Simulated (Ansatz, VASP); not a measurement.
## PbS: VASP beside Ansatz

```xyz
2
Lattice="0.0000 2.9458 2.9458 2.9458 0.0000 2.9458 2.9458 2.9458 0.0000" Properties=species:S:1:pos:R:3 pbc="T T T"
Pb    0.0000    0.0000    0.0000
S     2.9458    2.9458    2.9458
```

Alike in both runs: task single point; functional PBE; k mesh 8 × 8 × 8; occupations fermi-dirac, width 0.05 eV; non-collinear spin, spin-orbit coupling.

|  | VASP | Ansatz |
| --- | --- | --- |
| version | VASP 6.6.1 | Ansatz 0.2.0 |
| potentials or method | VASP PAW PBE potentials, release 64 (Pb_d, S) | Ansatz PAW |
| plane-wave cutoff (eV) | 520 | 420 |
| valence electrons in the cell | 20 | 20 |

|  | VASP | Ansatz | Ansatz less VASP |
| --- | --- | --- | --- |
| pressure (GPa) | 3.1 | 3.0 | -0.08 |
